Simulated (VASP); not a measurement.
# SnO (Fm-3m) in VASP: settings compared

The runs below take SnO through single point, with PBE, r2SCAN.

All numbers are computed with VASP 6.6.1; they aren't measurements. Logs are shortened: lines on timing, memory, paths and dates and some standing lists are left out, and cuts for length are marked.

### 1 The cell of the first run

It takes space group Fm-3m (No. 225, cubic). The conventional cell has a = 5.074 Å, b = 5.074 Å, c = 5.074 Å, α = 90.00°, β = 90.00°, γ = 90.00°. Sn (site symmetry m-3m) has 6 O at 2.54 Å within 3.3 Å. Within 3.3 Å of O (site symmetry m-3m) lie 6 Sn at 2.54 Å.

### 2 Single point, PBE

INCAR

```
SYSTEM = SnO
PREC     = Accurate       ! precision mode
ENCUT    = 520            ! plane-wave cutoff, eV
EDIFF    = 1E-6           ! SCF threshold, eV
ISMEAR   = -1             ! smearing method
SIGMA    = 0.02           ! smearing width, eV
LREAL    = .False.        ! projectors in reciprocal space
LASPH    = .True.         ! aspherical terms in the spheres
NELM     = 100            ! most SCF steps
ALGO     = Normal         ! electronic algorithm
ISIF     = 2              ! what is computed and relaxed
LWAVE    = .False.        ! write WAVECAR
LCHARG   = .False.        ! write CHGCAR
GGA      = PE             ! functional
NBANDS   = 17             ! bands
```

KPOINTS

```
Automatic mesh
0
Gamma
  6 6 6
  0 0 0
```

POSCAR

```
SnO
1.0
    0.0000000000      2.5369732568      2.5369732568
    2.5369732568      0.0000000000      2.5369732568
    2.5369732568      2.5369732568      0.0000000000
Sn O
1 1
Direct
    0.0000000000      0.0000000000      0.0000000000
    0.5000000000      0.5000000000      0.5000000000
```

Potentials or basis: VASP PAW PBE potentials, release 64 (Sn_d, O).

The run is started by

```
cat potpaw_PBE.64/Sn_d/POTCAR potpaw_PBE.64/O/POTCAR > POTCAR
mpirun -np 1 vasp_std > vasp.out
```

OUTCAR:

```text
SYSTEM = SnO
   PREC = Accurate
   ENCUT = 520
   EDIFF = 1E-6
   ISMEAR = -1
   LREAL = .False.
   LASPH = .True.
   NELM = 100
   ISIF = 2
   GGA = PE

 ion  position               nearest neighbor table
   1  0.000  0.000  0.000-   2 2.54   2 2.54   2 2.54   2 2.54   2 2.54   2 2.54
   2  0.500  0.500  0.500-   1 2.54   1 2.54   1 2.54   1 2.54   1 2.54   1 2.54

  LATTYP: Found a face centered cubic cell.
 ALAT       =     5.0739465136

  Lattice vectors:

 A1 = (   0.0000000000,   2.5369732568,   2.5369732568)
 A2 = (   2.5369732568,   0.0000000000,   2.5369732568)
 A3 = (   2.5369732568,   2.5369732568,   0.0000000000)

Analysis of symmetry for initial positions (statically):
=====================================================================
 Subroutine PRICEL returns:
 Original cell was already a primitive cell.

 Routine SETGRP: Setting up the symmetry group for a
 face centered cubic supercell.

 Subroutine GETGRP returns: Found 48 space group operations
 (whereof 48 operations were pure point group operations)
 out of a pool of 48 trial point group operations.

The static configuration has the point symmetry O_h .

Analysis of symmetry for dynamics (positions and initial velocities):
=====================================================================
 Subroutine PRICEL returns:
 Original cell was already a primitive cell.

 Routine SETGRP: Setting up the symmetry group for a
 face centered cubic supercell.

 Subroutine GETGRP returns: Found 48 space group operations
 (whereof 48 operations were pure point group operations)
 out of a pool of 48 trial point group operations.

The dynamic configuration has the point symmetry O_h .

 Subroutine INISYM returns: Found 48 space group operations
 (whereof 48 operations are pure point group operations),
 and found     1 'primitive' translations

----------------------------------------------------------------------------------------

                                     Primitive cell

  volume of cell :      32.6571

  direct lattice vectors                    reciprocal lattice vectors
     0.000000000  2.536973257  2.536973257    -0.197085247  0.197085247  0.197085247
     2.536973257  0.000000000  2.536973257     0.197085247 -0.197085247  0.197085247
     2.536973257  2.536973257  0.000000000     0.197085247  0.197085247 -0.197085247

  length of vectors
     3.587821987  3.587821987  3.587821987     0.341361661  0.341361661  0.341361661

  position of ions in fractional coordinates (direct lattice)
     0.000000000  0.000000000  0.000000000
     0.500000000  0.500000000  0.500000000

  ion indices of the primitive-cell ions
   primitive index   ion index
                 1           1
                 2           2

----------------------------------------------------------------------------------------

 KPOINTS: Automatic mesh

Automatic generation of k-mesh.
 Grid dimensions read from file:
 generate k-points for:    6    6    6

 Generating k-lattice:

  Cartesian coordinates                     Fractional coordinates (reciprocal lattice)
    -0.032847541  0.032847541  0.032847541     0.166666667  0.000000000  0.000000000
     0.032847541 -0.032847541  0.032847541     0.000000000  0.166666667  0.000000000
     0.032847541  0.032847541 -0.032847541     0.000000000  0.000000000  0.166666667

  Length of vectors
     0.056893610  0.056893610  0.056893610

  Shift w.r.t. Gamma in fractional coordinates (k-lattice)
     0.000000000  0.000000000  0.000000000

 Subroutine IBZKPT returns following result:
 ===========================================

 Found     16 irreducible k-points:

 Following reciprocal coordinates:
            Coordinates               Weight
  0.000000  0.000000  0.000000      1.000000
  0.166667  0.000000  0.000000      8.000000
  0.333333  0.000000  0.000000      8.000000
  0.500000  0.000000  0.000000      4.000000
  0.166667  0.166667  0.000000      6.000000
  0.333333  0.166667  0.000000     24.000000
[... 8 lines left out ...]
 -0.333333  0.333333  0.166667     24.000000
 -0.333333  0.500000  0.166667     12.000000
   k-points           NKPTS =     16   k-points in BZ     NKDIM =     16   number of bands    NBANDS=     17
   number of dos      NEDOS =    301   number of ions     NIONS =      2
   total plane-waves  NPLWV =  21952
   dimension x,y,z NGX =    28 NGY =   28 NGZ =   28
   dimension x,y,z NGXF=    56 NGYF=   56 NGZF=   56
   ions per type =               1   1
   NGX,Y,Z   is equivalent  to a cutoff of  12.97, 12.97, 12.97 a.u.
   NGXF,Y,Z  is equivalent  to a cutoff of  25.95, 25.95, 25.95 a.u.
 SYSTEM =  SnO
   PREC   = accura    normal or accurate (medium, high low for compatibility)
   ISTART =      0    job   : 0-new  1-cont  2-samecut
   ICHARG =      2    charge: 1-file 2-atom 10-const
   ISPIN  =      1    spin polarized calculation?
   LNONCOLLINEAR =      F non collinear calculations
   LSORBIT =      F    spin-orbit coupling
   LASPH  =      T    aspherical Exc in radial PAW
   ENCUT  =  520.0 eV  38.22 Ry    6.18 a.u.   6.67  6.67  6.67*2*pi/ulx,y,z
   NELM   =    100;   NELMIN=  2; NELMDL= -5     # of ELM steps
   EDIFF  = 0.1E-05   stopping-criterion for ELM
   LREAL  =      F    real-space projection
   EDIFFG = 0.1E-04   stopping-criterion for IOM
   NSW    =      0    number of steps for IOM
   IBRION =     -1    ionic relax: 0-MD 1-quasi-New 2-CG
   NFREE  =      0    steps in history (QN), initial steepest desc. (CG)
   ISIF   =      2    stress and relaxation
   ISYM   =      2    0-nonsym 1-usesym 2-fastsym
   POTIM  = 0.5000    time-step for ionic-motion
   TEBEG  =    0.0;   TEEND  =   0.0 temperature during run
   PSTRESS=    0.0 pullay stress
   NELECT =      20.0000    total number of electrons
   NUPDOWN=      -1.0000    fix difference up-down
   EMIN   =  10.00;   EMAX   =-10.00  energy-range for DOS
   EFERMI =   0.00;   METHOD = LEGACY
   ISMEAR =    -1;   SIGMA  =   0.02  broadening in eV -4-tet -1-fermi 0-gaus
   EFERMI_NEDOS =   21; number of points for ismear=-14 and -15
   IALGO  =     38    algorithm
   IMIX   =      4    mixing-type and parameters
     AMIX     =   0.40;   BMIX     =  1.00
     AMIX_MAG =   1.60;   BMIX_MAG =  1.00
  volume/ion in A,a.u.               =      16.33       110.19
  Fermi-wavevector in a.u.,A,eV,Ry     =   1.390248  2.627188 26.297197  1.932789
  Thomas-Fermi vector in A             =   2.514201
   LORBIT       =      0    0 simple, 1 ext, 2 COOP (PROOUT), +10 PAW based schemes
   GGA     = PE    functional components
   LHFCALC =     F    Hartree Fock is set to
   AEXX    =    0.0000 exact exchange contribution
   IVDW    =     0    specifies the selected vdW correction
   LEPSILON=     F    determine dielectric tensor
   LRPA    =     F    only Hartree local field effects (RPA)
 non-spin polarized calculation
  energy-cutoff  :      520.00
  volume of cell :       32.66
 maximum number of plane-waves:       899
   NGX = 13   NGY = 13   NGZ = 13

 number of electron      19.9999991 magnetization

 Free energy of the ion-electron system (eV)
  ---------------------------------------------------
  ext. energy  EPLUGINS =         0.00000000
  ---------------------------------------------------
  free energy    TOTEN  =       -10.47436130 eV

  energy without entropy =      -10.47436130  energy(sigma->0) =      -10.47436130

 E-fermi :   8.0571     XC(G=0): -10.8419

 val. band max:        7.5776761632   @ k =  -0.3333   0.1667   0.0000
 cond. band min:       8.6286150052   @ k =   0.5000   0.0000   0.0000
 fundamental gap:      1.0509388420
 Fermi energy:         8.0570647188

 k-point     1 :       0.0000    0.0000    0.0000
  band No.  band energies     occupation
      1     -13.6887      2.00000
      2     -13.6887      2.00000
      3     -13.6887      2.00000
      4     -13.6209      2.00000
      5     -13.6209      2.00000
      6     -10.8338      2.00000
[... 9 lines left out ...]
     16      17.9317      0.00000
     17      18.1886      0.00000

 k-point     2 :       0.1667    0.0000    0.0000
  band No.  band energies     occupation
      1     -13.6875      2.00000
      2     -13.6785      2.00000
      3     -13.6785      2.00000
      4     -13.6232      2.00000
      5     -13.6232      2.00000
      6     -10.6864      2.00000
[... 9 lines left out ...]
     16      18.8940      0.00000
     17      21.8988      0.00000

 k-point     3 :       0.3333    0.0000    0.0000
  band No.  band energies     occupation
      1     -13.6861      2.00000
      2     -13.6772      2.00000
      3     -13.6772      2.00000
      4     -13.6082      2.00000
      5     -13.6082      2.00000
      6     -10.3684      2.00000
[... 9 lines left out ...]
     16      20.6088      0.00000
     17      23.1320      0.00000

 k-point     4 :       0.5000    0.0000    0.0000
  band No.  band energies     occupation
      1     -13.6858      2.00000
      2     -13.6833      2.00000
      3     -13.6833      2.00000
      4     -13.5939      2.00000
      5     -13.5939      2.00000
      6     -10.1964      2.00000
[... 9 lines left out ...]
     16      21.9134      0.00000
     17      22.2825      0.00000

 k-point     5 :       0.1667    0.1667    0.0000
  band No.  band energies     occupation
      1     -13.7000      2.00000
      2     -13.6651      2.00000
      3     -13.6651      2.00000
      4     -13.6559      2.00000
      5     -13.6108      2.00000
      6     -10.6185      2.00000
[... 9 lines left out ...]
     16      20.7646      0.00000
     17      22.1141      0.00000

 k-point     6 :       0.3333    0.1667    0.0000
  band No.  band energies     occupation
      1     -13.7050      2.00000
      2     -13.6921      2.00000
      3     -13.6522      2.00000
      4     -13.6426      2.00000
      5     -13.5983      2.00000
      6     -10.3199      2.00000
[... 9 lines left out ...]
     16      22.1917      0.00000
     17      24.0532      0.00000

 k-point     7 :       0.5000    0.1667    0.0000
  band No.  band energies     occupation
      1     -13.7190      2.00000
      2     -13.6776      2.00000
      3     -13.6591      2.00000
      4     -13.6301      2.00000
      5     -13.5918      2.00000
      6     -10.0750      2.00000
[... 9 lines left out ...]
     16      22.4186      0.00000
     17      23.9277      0.00000

 k-point     8 :      -0.3333    0.1667    0.0000
  band No.  band energies     occupation
      1     -13.7006      2.00000
      2     -13.6739      2.00000
      3     -13.6608      2.00000
      4     -13.6220      2.00000
      5     -13.6161      2.00000
      6     -10.1498      2.00000
[... 9 lines left out ...]
     16      20.5645      0.00000
     17      24.4242      0.00000

 k-point     9 :      -0.1667    0.1667    0.0000
  band No.  band energies     occupation
      1     -13.6849      2.00000
      2     -13.6748      2.00000
      3     -13.6625      2.00000
      4     -13.6397      2.00000
      5     -13.6181      2.00000
      6     -10.4617      2.00000
[... 9 lines left out ...]
     16      20.3790      0.00000
     17      23.5481      0.00000

 k-point    10 :       0.3333    0.3333    0.0000
  band No.  band energies     occupation
      1     -13.7874      2.00000
      2     -13.7226      2.00000
      3     -13.6159      2.00000
      4     -13.6159      2.00000
      5     -13.5905      2.00000
      6     -10.0553      2.00000
[... 9 lines left out ...]
     16      24.5376      0.00000
     17      25.4815      0.00000

 k-point    11 :       0.5000    0.3333    0.0000
  band No.  band energies     occupation
      1     -13.8206      2.00000
      2     -13.7138      2.00000
      3     -13.6107      2.00000
      4     -13.6099      2.00000
      5     -13.5870      2.00000
      6      -9.8321      2.00000
[... 9 lines left out ...]
     16      24.1562      0.00000
     17      24.5634      0.00000

 k-point    12 :      -0.3333    0.3333    0.0000
  band No.  band energies     occupation
      1     -13.7726      2.00000
      2     -13.6735      2.00000
      3     -13.6364      2.00000
      4     -13.6198      2.00000
      5     -13.6133      2.00000
      6      -9.8791      2.00000
[... 9 lines left out ...]
     16      22.4306      0.00000
     17      24.3484      0.00000

 k-point    13 :       0.5000    0.5000    0.0000
  band No.  band energies     occupation
      1     -13.8748      2.00000
      2     -13.7339      2.00000
      3     -13.5904      2.00000
      4     -13.5904      2.00000
      5     -13.5804      2.00000
      6      -9.7094      2.00000
[... 9 lines left out ...]
     16      26.3886      0.00000
     17      27.5403      0.00000

 k-point    14 :       0.5000    0.3333    0.1667
  band No.  band energies     occupation
      1     -13.7491      2.00000
      2     -13.6927      2.00000
      3     -13.6471      2.00000
      4     -13.6171      2.00000
      5     -13.6020      2.00000
      6     -10.0290      2.00000
[... 9 lines left out ...]
     16      23.6539      0.00000
     17      23.7258      0.00000

 k-point    15 :      -0.3333    0.3333    0.1667
  band No.  band energies     occupation
      1     -13.7695      2.00000
      2     -13.6703      2.00000
      3     -13.6542      2.00000
      4     -13.6237      2.00000
      5     -13.5980      2.00000
      6      -9.8792      2.00000
[... 9 lines left out ...]
     16      24.3418      0.00000
     17      24.7021      0.00000

 k-point    16 :      -0.3333    0.5000    0.1667
  band No.  band energies     occupation
      1     -13.8245      2.00000
      2     -13.6996      2.00000
      3     -13.6279      2.00000
      4     -13.6031      2.00000
      5     -13.5903      2.00000
      6      -9.7571      2.00000
[... 9 lines left out ...]
     16      23.0740      0.00000
     17      25.7502      0.00000

------------------------ aborting loop because EDIFF is reached ----------------------------------------

  FORCE on cell =-STRESS in cart. coord.  units (eV):
  Direction    XX          YY          ZZ          XY          YZ          ZX
  --------------------------------------------------------------------------------------
  -------------------------------------------------------------------------------------
  Total        0.4936498      0.4936498      0.4936498      0.0000000     -0.0000000      0.0000000
  in kB       24.2187595     24.2187595     24.2187595      0.0000000     -0.0000000      0.0000000
  external PRESSURE =      24.2187595 kB  Pullay stress =       0.0000000 kB

 VOLUME and BASIS-vectors are now :
 -----------------------------------------------------------------------------
  energy-cutoff  :      520.00
  volume of cell :       32.66
      direct lattice vectors                 reciprocal lattice vectors
     0.000000000  2.536973257  2.536973257    -0.197085247  0.197085247  0.197085247
     2.536973257  0.000000000  2.536973257     0.197085247 -0.197085247  0.197085247
     2.536973257  2.536973257  0.000000000     0.197085247  0.197085247 -0.197085247

 POSITION                                       TOTAL-FORCE (eV/Angst)
 -----------------------------------------------------------------------------------
      0.00000      0.00000      0.00000         0.000000      0.000000      0.000000
      2.53697      2.53697      2.53697         0.000000     -0.000000     -0.000000
 -----------------------------------------------------------------------------------
    total drift:                                0.000000      0.000000      0.000000

  FREE ENERGIE OF THE ION-ELECTRON SYSTEM (eV)
  ---------------------------------------------------
  free  energy   TOTEN  =       -10.4743612963 eV

  energy  without entropy=      -10.4743612963  energy(sigma->0) =      -10.47436130
```

Run time: 18 s. Hardware: 1 thread of Intel Xeon 6975P-C, shared host; peak memory 0.15 GiB.

Results:

```yaml
Free_energy: -10.4744 eV
Pressure: 2.4 GPa
Band_gap_on_the_k_mesh: 1.05 eV, indirect (least direct gap 1.16 eV)
```

Levels at points of the mesh, in eV from the valence-band top:
| k point | band 7 | band 8 | band 9 | band 10 | band 11 | band 12 | band 13 | band 14 |
| --- | --- | --- | --- | --- | --- | --- | --- | --- |
| (0.00, 0.00, 0.00) | -6.43 | -3.02 | -3.02 | -3.02 | 8.02 | 8.02 | 8.02 | 10.35 |
| (0.50, 0.00, 0.00) | -8.17 | -2.82 | -2.82 | -0.53 | 1.05 | 4.61 | 4.61 | 9.87 |
| (0.50, 0.50, 0.00) | -6.20 | -4.38 | -4.12 | -4.12 | 3.83 | 5.41 | 6.13 | 6.13 |

Caveat: spin-orbit coupling is left out, which moves the levels of the heavy elements.

### 3 Single point, PBE

INCAR

```
  ALGO = Normal
  EDIFF = 1E-7
  ENCUT = 520
  GGA = PE
  ISIF = 2
  ISMEAR = -1
  LASPH = T
  LCHARG = F
  LREAL = F
  LWAVE = F
  NBANDS = 17
  NELM = 60
  PREC = Accurate
  SIGMA = 0.02
```

KPOINTS

```
k-points
0
Gamma
  6 6 6
```

POSCAR is that of step 2.

Potentials or basis: VASP PAW PBE potentials, release 64 (Sn_d, O).

The run is started by

```
cat potpaw_PBE.64/Sn_d/POTCAR potpaw_PBE.64/O/POTCAR > POTCAR
mpirun -np 1 vasp_std > vasp.out
```

Wall time 22 s (1 thread of Intel Xeon 6975P-C, shared host); peak memory 0.15 GiB.

It converged, with:

```yaml
Free_energy: -10.4744 eV
Pressure: 2.5 GPa
Band_gap_on_the_k_mesh: 1.05 eV, indirect (least direct gap 1.16 eV)
```

Levels at points of the mesh, in eV from the valence-band top:
| k point | band 8 | band 9 | band 10 | band 11 | band 12 | band 13 |
| --- | --- | --- | --- | --- | --- | --- |
| (0.00, 0.00, 0.00) | -3.02 | -3.02 | -3.02 | 8.02 | 8.02 | 8.02 |
| (0.50, 0.00, 0.00) | -2.82 | -2.82 | -0.53 | 1.05 | 4.61 | 4.61 |
| (0.50, 0.50, 0.00) | -4.38 | -4.12 | -4.12 | 3.83 | 5.41 | 6.13 |

Caveat: spin-orbit coupling is left out, which moves the levels of the heavy elements. A k mesh can miss the band edges.

### 4 Single point, r2SCAN

POSCAR is that of step 3.

INCAR.step1

```
SYSTEM = SnO
ALGO = Normal
EDIFF = 1E-4
ENCUT = 520
GGA = PE
ISMEAR = -1
LASPH = .TRUE.
LCHARG = .FALSE.
LREAL = .FALSE.
LWAVE = .TRUE.
NBANDS = 17
NELM = 60
PREC = Accurate
SIGMA = 0.02
```

INCAR.step2

```
SYSTEM = SnO
ALGO = Normal
EDIFF = 1E-6
ENCUT = 520
ISIF = 2
ISMEAR = -1
ISTART = 1
LASPH = .TRUE.
LCHARG = .FALSE.
LMIXTAU = .TRUE.
LREAL = .FALSE.
LWAVE = .FALSE.
METAGGA = R2SCAN
NBANDS = 17
NELM = 60
PREC = Accurate
SIGMA = 0.02
```

KPOINTS

```
k-points
0
G
  6 6 6
  0 0 0
```

The run is started by

```
cat potpaw_PBE.64/Sn_d/POTCAR potpaw_PBE.64/O/POTCAR > POTCAR
cp INCAR.step1 INCAR
mpirun -np 1 vasp_std > vasp.out
cp INCAR.step2 INCAR
mpirun -np 1 vasp_std > vasp.out
```

Run time: 96 s. Hardware: 1 thread of Intel Xeon 6975P-C, shared host; peak memory 0.16 GiB.

It converged, with:

* Free energy: -32.2568 eV
* Pressure: 0.2 GPa
* Band gap on the k mesh: 1.09 eV, indirect (least direct gap 1.32 eV)

Levels at points of the mesh, in eV from the valence-band top:
| k point | band 7 | band 8 | band 9 | band 10 | band 11 | band 12 | band 13 | band 14 |
| --- | --- | --- | --- | --- | --- | --- | --- | --- |
| (0.00, 0.00, 0.00) | -6.56 | -3.30 | -3.30 | -3.30 | 8.35 | 8.35 | 8.35 | 10.85 |
| (0.50, 0.00, 0.00) | -8.45 | -3.09 | -3.09 | -0.37 | 1.09 | 4.85 | 4.85 | 10.42 |
| (0.50, 0.50, 0.00) | -6.47 | -4.43 | -4.41 | -4.41 | 4.10 | 5.81 | 6.47 | 6.47 |

Caveat: the PAW data sets were made with another functional, which shifts forces and pressure a little; spin-orbit coupling is left out, which moves the levels of the heavy elements. r2SCAN opens gaps a little over a GGA but as a rule still falls short of measured ones.
